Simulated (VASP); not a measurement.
# SiC (P6_3mc) in VASP: a series of runs

The runs below take SiC through single point, with PBE, revPBE, RPBE, r2SCAN.

Everything below comes from runs of VASP 6.6.1. Logs are shortened: lines on timing, memory, paths and dates and some standing lists are left out, and cuts for length are marked.

### 1 The cell of the first run

The structure is hexagonal, space group P6_3mc (No. 186). The conventional cell has a = 3.095 Å, b = 3.095 Å, c = 15.170 Å, α = 90.00°, β = 90.00°, γ = 120.00°. Within 2.5 Å of Si (site symmetry 3m) lie 4 C at 1.90 Å. Si (site symmetry 3m) has 4 C at 1.90 Å within 2.5 Å. Si (site symmetry 3m) has 4 C at 1.90 Å within 2.5 Å. C (site symmetry 3m) has 4 Si at 1.90 Å within 2.5 Å. Within 2.5 Å of C (site symmetry 3m) lie 4 Si at 1.90 Å. Within 2.5 Å of C (site symmetry 3m) lie 4 Si at 1.90 Å.

### 2 Single point, PBE

Contents of INCAR:

```
SYSTEM = SiC
PREC = Accurate
ENCUT = 520
EDIFF = 1E-7
ISMEAR = 0
SIGMA = 0.011
LREAL = .FALSE.
LASPH = .TRUE.
NELM = 80
ALGO = Normal
ISIF = 2
LWAVE = .FALSE.
LCHARG = .FALSE.
GGA = PE
NBANDS = 36
```

Contents of KPOINTS:

```
regular mesh
0
G
  10 10 2
  0 0 0
```

Contents of POSCAR:

```
SiC
1.0
    3.0950000000      0.0000000000      0.0000000000
   -1.5475000000      2.6803486247      0.0000000000
    0.0000000000      0.0000000000     15.1700000000
Si C
6 6
Direct
    0.6666666667      0.3333333333      0.4583000000
    0.3333333333      0.6666666667      0.9583000000
    0.6666666667      0.3333333333      0.7917000000
    0.3333333333      0.6666666667      0.2917000000
    0.0000000000      0.0000000000      0.6250000000
    0.0000000000      0.0000000000      0.1250000000
    0.6666666667      0.3333333333      0.3333000000
    0.3333333333      0.6666666667      0.8333000000
    0.6666666667      0.3333333333      0.6667000000
    0.3333333333      0.6666666667      0.1667000000
    0.0000000000      0.0000000000      0.5000000000
    0.0000000000      0.0000000000      0.0000000000
```

Potentials or basis: VASP PAW PBE potentials, release 64 (Si, C).

The run is started by

```bash
cat potpaw_PBE.64/Si/POTCAR potpaw_PBE.64/C/POTCAR > POTCAR
mpirun -np 1 vasp_std > vasp.out
```

OUTCAR:

```text
SYSTEM = SiC
   PREC = Accurate
   ENCUT = 520
   EDIFF = 1E-7
   ISMEAR = 0
   LREAL = .FALSE.
   LASPH = .TRUE.
   NELM = 80
   ISIF = 2
   GGA = PE

 ion  position               nearest neighbor table
   1  0.667  0.333  0.458-  11 1.90  11 1.90  11 1.90   7 1.90   4 3.10   4 3.10   4 3.10   5 3.10
                             5 3.10   5 3.10
   2  0.333  0.667  0.958-  12 1.90  12 1.90  12 1.90   8 1.90   3 3.10   3 3.10   3 3.10   6 3.10
                             6 3.10   6 3.10
   3  0.667  0.333  0.792-   8 1.90   8 1.90   8 1.90   9 1.90   2 3.10   2 3.10   2 3.10   5 3.10
                             5 3.10   5 3.10
   4  0.333  0.667  0.292-   7 1.90   7 1.90   7 1.90  10 1.90   1 3.10   1 3.10   1 3.10   6 3.10
                             6 3.10   6 3.10
   5  0.000  0.000  0.625-   9 1.90   9 1.90   9 1.90  11 1.90   3 3.10   1 3.10   3 3.10   1 3.10
                             1 3.10   3 3.10
   6  0.000  0.000  0.125-  10 1.90  10 1.90  10 1.90  12 1.90   4 3.10   2 3.10   2 3.10   4 3.10
                             4 3.10   2 3.10
   7  0.667  0.333  0.333-   4 1.90   4 1.90   4 1.90   1 1.90
   8  0.333  0.667  0.833-   3 1.90   3 1.90   3 1.90   2 1.90
   9  0.667  0.333  0.667-   5 1.90   5 1.90   5 1.90   3 1.90
  10  0.333  0.667  0.167-   6 1.90   6 1.90   6 1.90   4 1.90
  11  0.000  0.000  0.500-   1 1.90   1 1.90   1 1.90   5 1.90
  12  0.000  0.000  0.000-   2 1.90   2 1.90   2 1.90   6 1.90

  LATTYP: Found a hexagonal cell.
 ALAT       =     3.0950000000
 C/A-ratio  =     4.9014539580

  Lattice vectors:

 A1 = (   3.0950000000,   0.0000000000,   0.0000000000)
 A2 = (  -1.5475000000,   2.6803486247,   0.0000000000)
 A3 = (   0.0000000000,   0.0000000000,  15.1700000000)

Analysis of symmetry for initial positions (statically):
=====================================================================
 Subroutine PRICEL returns:
 Original cell was already a primitive cell.

 Routine SETGRP: Setting up the symmetry group for a
 hexagonal supercell.

 Subroutine GETGRP returns: Found 12 space group operations
 (whereof  6 operations were pure point group operations)
 out of a pool of 24 trial point group operations.

The static configuration has the point symmetry C_3v.
 The point group associated with its full space group is C_6v.

Analysis of symmetry for dynamics (positions and initial velocities):
=====================================================================
[... 143 lines left out ...]
   NUPDOWN=      -1.0000    fix difference up-down
   EMIN   =  10.00;   EMAX   =-10.00  energy-range for DOS
   EFERMI =   0.00;   METHOD = LEGACY
   ISMEAR =     0;   SIGMA  =   0.01  broadening in eV -4-tet -1-fermi 0-gaus
   EFERMI_NEDOS =   21; number of points for ismear=-14 and -15
   IALGO  =     38    algorithm
   IMIX   =      4    mixing-type and parameters
     AMIX     =   0.40;   BMIX     =  1.00
     AMIX_MAG =   1.60;   BMIX_MAG =  1.00
  volume/ion in A,a.u.               =      10.49        70.77
  Fermi-wavevector in a.u.,A,eV,Ry     =   1.187252  2.243580 19.178312  1.409566
  Thomas-Fermi vector in A             =   2.323407
   LORBIT       =      0    0 simple, 1 ext, 2 COOP (PROOUT), +10 PAW based schemes
   GGA     = PE    functional components
   LHFCALC =     F    Hartree Fock is set to
   AEXX    =    0.0000 exact exchange contribution
   IVDW    =     0    specifies the selected vdW correction
   LEPSILON=     F    determine dielectric tensor
   LRPA    =     F    only Hartree local field effects (RPA)
 non-spin polarized calculation
 Gauss-broadening in eV      SIGMA  =   0.01
  energy-cutoff  :      520.00
  volume of cell :      125.85
 maximum number of plane-waves:      3436
 NGX is ok and might be reduce to    24
   NGX = 11   NGY = 11   NGZ = 57

 number of electron      48.0000002 magnetization

 Free energy of the ion-electron system (eV)
  ---------------------------------------------------
  ext. energy  EPLUGINS =         0.00000000
  ---------------------------------------------------
  free energy    TOTEN  =       -90.37227297 eV

  energy without entropy =      -90.37227297  energy(sigma->0) =      -90.37227297

 E-fermi :   8.0724     XC(G=0): -11.2953

 val. band max:        8.0049661408   @ k =   0.0000   0.0000   0.0000
 cond. band min:      10.0281110309   @ k =   0.5000  -0.0000   0.0000
 fundamental gap:      2.0231448901
 Fermi energy:         8.0723554932

 k-point     1 :       0.0000    0.0000    0.0000
  band No.  band energies     occupation
      1      -7.3488      2.00000
      2      -6.8365      2.00000
      3      -6.7920      2.00000
      4      -5.3185      2.00000
      5      -5.2863      2.00000
      6      -3.8215      2.00000
[... 925 lines left out ...]
     35      15.4632      0.00000
     36      15.4632      0.00000

 [... further k-points ...]

------------------------ aborting loop because EDIFF is reached ----------------------------------------

  FORCE on cell =-STRESS in cart. coord.  units (eV):
  Direction    XX          YY          ZZ          XY          YZ          ZX
  --------------------------------------------------------------------------------------
  -------------------------------------------------------------------------------------
  Total       -0.0593792     -0.0593792      0.5462191      0.0000000      0.0000000      0.0000000
  in kB       -0.7559755     -0.7559755      6.9540846      0.0000000      0.0000000      0.0000000
  external PRESSURE =       1.8140446 kB  Pullay stress =       0.0000000 kB

 VOLUME and BASIS-vectors are now :
 -----------------------------------------------------------------------------
  energy-cutoff  :      520.00
  volume of cell :      125.85
      direct lattice vectors                 reciprocal lattice vectors
     3.095000000  0.000000000  0.000000000     0.323101777  0.186542898  0.000000000
    -1.547500000  2.680348625  0.000000000     0.000000000  0.373085796  0.000000000
     0.000000000  0.000000000 15.170000000     0.000000000  0.000000000  0.065919578

 POSITION                                       TOTAL-FORCE (eV/Angst)
 -----------------------------------------------------------------------------------
      1.54750      0.89345      6.95241        -0.000000     -0.000000      0.054069
     -0.00000      1.78690     14.53741        -0.000000      0.000000      0.054069
      1.54750      0.89345     12.01009        -0.000000      0.000000      0.024751
     -0.00000      1.78690      4.42509         0.000000     -0.000000      0.024751
      0.00000      0.00000      9.48125        -0.000000     -0.000000      0.043133
      0.00000      0.00000      1.89625        -0.000000     -0.000000      0.043133
      1.54750      0.89345      5.05616         0.000000      0.000000     -0.014212
     -0.00000      1.78690     12.64116        -0.000000     -0.000000     -0.014212
      1.54750      0.89345     10.11384         0.000000     -0.000000      0.033907
     -0.00000      1.78690      2.52884        -0.000000      0.000000      0.033907
      0.00000      0.00000      7.58500        -0.000000      0.000000     -0.141649
      0.00000      0.00000      0.00000         0.000000     -0.000000     -0.141649
 -----------------------------------------------------------------------------------
    total drift:                                0.000000      0.000000     -0.000680

  FREE ENERGIE OF THE ION-ELECTRON SYSTEM (eV)
  ---------------------------------------------------
  free  energy   TOTEN  =       -90.3722729748 eV

  energy  without entropy=      -90.3722729748  energy(sigma->0) =      -90.37227297
```

OSZICAR:

```text
N       E                     dE             d eps       ncg     rms          rms(c)
DAV:   1     0.120378651302E+03    0.12038E+03   -0.21747E+04  2016   0.120E+03
DAV:   2    -0.894475213111E+02   -0.20983E+03   -0.19714E+03  2692   0.206E+02
DAV:   3    -0.101095622708E+03   -0.11648E+02   -0.11570E+02  2664   0.459E+01
DAV:   4    -0.101271071311E+03   -0.17545E+00   -0.17511E+00  2584   0.650E+00
DAV:   5    -0.101274795792E+03   -0.37245E-02   -0.37217E-02  2580   0.905E-01    0.212E+01
DAV:   6    -0.906445290506E+02    0.10630E+02   -0.31686E+01  2484   0.207E+01    0.946E+00
DAV:   7    -0.904198676913E+02    0.22466E+00   -0.30797E+00  2684   0.667E+00    0.409E+00
DAV:   8    -0.903757561730E+02    0.44112E-01   -0.18794E-01  2448   0.175E+00    0.128E+00
DAV:   9    -0.903714140597E+02    0.43421E-02   -0.27801E-02  2548   0.771E-01    0.184E-01
DAV:  10    -0.903721232151E+02   -0.70916E-03   -0.22916E-03  2536   0.204E-01    0.950E-02
DAV:  11    -0.903722686345E+02   -0.14542E-03   -0.33050E-04  2372   0.981E-02    0.194E-02
DAV:  12    -0.903722709554E+02   -0.23209E-05   -0.13134E-05  2604   0.172E-02    0.845E-03
DAV:  13    -0.903722724480E+02   -0.14926E-05   -0.14713E-06  2456   0.568E-03    0.215E-03
DAV:  14    -0.903722727257E+02   -0.27769E-06   -0.68673E-08  1744   0.163E-03    0.108E-03
DAV:  15    -0.903722729319E+02   -0.20616E-06   -0.93824E-08  1548   0.158E-03    0.572E-04
DAV:  16    -0.903722729748E+02   -0.42896E-07   -0.77471E-09  1424   0.623E-04
   1 F= -.90372273E+02 E0= -.90372273E+02  d E =-.311132E-20
```

stdout:

```text
POSCAR found type information on POSCAR SiC
 POSCAR found :  2 types and      12 ions
 scaLAPACK will be used
 LDA part: xc-table for (Slater+PW92), standard interpolation
 POSCAR, INCAR and KPOINTS ok, starting setup
 FFT: planning ... GRIDC
 FFT: planning ... GRID_SOFT
 FFT: planning ... GRID
 WAVECAR not read
 entering main loop
```

It took 1.8 min on 1 thread of AMD EPYC 9R14 (Zen 4), shared host; peak memory 0.25 GiB.

Results:

- Free energy: -90.3723 eV
- Pressure: 0.2 GPa
- Largest force: 0.142 eV/Å
- Band gap on the k mesh: 2.02 eV (least direct gap 3.12 eV)

Forces on the atoms (eV/Å):
```
Si   0.000  0.000  0.054
Si   0.000  0.000  0.054
Si   0.000  0.000  0.025
Si   0.000  0.000  0.025
Si   0.000  0.000  0.043
Si   0.000  0.000  0.043
C    0.000  0.000 -0.014
C    0.000  0.000 -0.014
C    0.000  0.000  0.034
C    0.000  0.000  0.034
C    0.000  0.000 -0.142
C    0.000  0.000 -0.142
```

Stress tensor (GPa, compression positive):
```
-0.08  0.00  0.00
 0.00 -0.08  0.00
 0.00  0.00  0.70
```

### 3 Single point, PBE

Contents of INCAR:

```
SYSTEM = SiC
ALGO = Normal ; EDIFF = 1E-6
ENCUT = 520 ; GGA = PE
ISIF = 2 ; ISMEAR = -1
LASPH = .TRUE. ; LCHARG = .FALSE.
LREAL = .FALSE. ; LWAVE = .FALSE.
NBANDS = 36 ; NELM = 80
PREC = Accurate ; SIGMA = 0.05
```

Contents of KPOINTS:

```
k-points
0
G
  10 10 2
  0 0 0
```

Contents of POSCAR:

```
SiC
1.0
    3.0949957199      0.0000000000      0.0000000000
   -1.5474978599      2.6803449180      0.0000000000
    0.0000000000      0.0000000000     15.1870541182
Si C
6 6
Direct
    0.6666666667      0.3333333333      0.4583029919
    0.3333333333      0.6666666667      0.9583029919
    0.6666666667      0.3333333333      0.7918102871
    0.3333333333      0.6666666667      0.2918102871
    0.0000000000      0.0000000000      0.6250376642
    0.0000000000      0.0000000000      0.1250376642
    0.6666666667      0.3333333333      0.3333216389
    0.3333333333      0.6666666667      0.8333216389
    0.6666666667      0.3333333333      0.6668404987
    0.3333333333      0.6666666667      0.1668404987
    0.0000000000      0.0000000000      0.4996869192
    0.0000000000      0.0000000000     -0.0003130808
```

Potentials or basis: VASP PAW PBE potentials, release 64 (Si, C).

The run is started by

```bash
cat potpaw_PBE.64/Si/POTCAR potpaw_PBE.64/C/POTCAR > POTCAR
mpirun -np 1 vasp_std > vasp.out
```

It took 1.7 min on 1 thread of AMD EPYC 9R14 (Zen 4), shared host; peak memory 0.24 GiB.

The run converged. Its results:

```yaml
Free_energy: -90.3734 eV
Pressure: -0.1 GPa
Largest_force: 0.004 eV/Å
Band_gap_on_the_k_mesh: 2.03 eV (least direct gap 3.12 eV)
```

Forces on the atoms (eV/Å):
```
Si   0.000  0.000  0.001
Si   0.000  0.000  0.001
Si   0.000  0.000  0.004
Si   0.000  0.000  0.004
Si   0.000  0.000  0.002
Si   0.000  0.000  0.002
C    0.000  0.000 -0.004
C    0.000  0.000 -0.004
C    0.000  0.000 -0.004
C    0.000  0.000 -0.004
C    0.000  0.000  0.000
C    0.000  0.000  0.000
```

Levels at points of the mesh, in eV from the valence-band top:
```csv
k point,band 20,band 21,band 22,band 23,band 24,band 25,band 26,band 27,band 28,band 29
"(0.00, 0.00, 0.00)",-0.30,-0.30,-0.04,0.00,0.00,5.05,5.22,5.63,6.14,6.14
"(0.50, 0.00, 0.00)",-2.24,-1.80,-1.77,-1.65,-1.10,2.03,2.21,3.19,3.86,4.55
"(0.00, 0.00, 0.50)",-0.63,-0.10,-0.10,-0.10,-0.10,5.12,5.12,5.86,5.86,6.50
"(0.50, 0.00, 0.50)",-2.33,-1.70,-1.70,-1.30,-1.30,2.07,2.07,3.41,3.41,4.75
```

### 4 Single point, revPBE

Contents of INCAR:

```
SYSTEM = SiC
PREC = Accurate ; ENCUT = 520
EDIFF = 1E-6 ; ISMEAR = -1
SIGMA = 0.05 ; LREAL = .False.
LASPH = .True. ; NELM = 60
ALGO = Normal ; ISIF = 2
LWAVE = .False. ; LCHARG = .False.
GGA = RE ; NBANDS = 36
```

Contents of KPOINTS:

```
Automatic mesh
0
Gamma
  10 10 2
  0 0 0
```

Contents of POSCAR:

```
SiC
1.0
    3.0950000000      0.0000000000      0.0000000000
   -1.5475000000      2.6803486247      0.0000000000
    0.0000000000      0.0000000000     15.1700000000
Si C
6 6
Direct
    0.6666666667      0.3333333333      0.4583000000
    0.3333333333      0.6666666667      0.9583000000
    0.6666666667      0.3333333333      0.7917000000
    0.3333333333      0.6666666667      0.2917000000
    0.0000000000      0.0000000000      0.6250000000
    0.0000000000      0.0000000000      0.1250000000
    0.6666666667      0.3333333333      0.3333000000
    0.3333333333      0.6666666667      0.8333000000
    0.6666666667      0.3333333333      0.6667000000
    0.3333333333      0.6666666667      0.1667000000
    0.0000000000      0.0000000000      0.5000000000
    0.0000000000      0.0000000000      0.0000000000
```

The run is started by

```bash
cat potpaw_PBE.64/Si/POTCAR potpaw_PBE.64/C/POTCAR > POTCAR
mpirun -np 1 vasp_std > vasp.out
```

Wall time 95 s (1 thread of AMD EPYC 9R14 (Zen 4), shared host); peak memory 0.25 GiB.

Results (log left out):

```yaml
Free_energy: -86.7043 eV
Pressure: 2.2 GPa
Largest_force: 0.141 eV/Å
Band_gap_on_the_k_mesh: 2.03 eV (least direct gap 3.12 eV)
```

Forces on the atoms (eV/Å):
```
Si   0.000  0.000  0.057
Si   0.000  0.000  0.057
Si   0.000  0.000  0.026
Si   0.000  0.000  0.026
Si   0.000  0.000  0.040
Si   0.000  0.000  0.040
C    0.000  0.000 -0.016
C    0.000  0.000 -0.016
C    0.000  0.000  0.033
C    0.000  0.000  0.033
C    0.000  0.000 -0.141
C    0.000  0.000 -0.141
```

Stress tensor (GPa, compression positive):
```
2.00 0.00 0.00
0.00 2.00 0.00
0.00 0.00 2.74
```

Levels at points of the mesh, in eV from the valence-band top:
```tsv
k point	band 21	band 22	band 23	band 24	band 25	band 26	band 27	band 28
(0.00, 0.00, 0.00)	-0.30	-0.05	0.00	0.00	5.07	5.24	5.65	6.15
(0.50, 0.00, 0.00)	-1.80	-1.76	-1.65	-1.09	2.03	2.21	3.21	3.88
(0.00, 0.00, 0.50)	-0.10	-0.10	-0.10	-0.10	5.14	5.14	5.88	5.88
(0.50, 0.00, 0.50)	-1.71	-1.71	-1.29	-1.29	2.07	2.07	3.43	3.43
```

Caveat: the PAW data sets were made with another functional, which shifts forces and pressure a little.

(Part 1 of 2 ends here.)
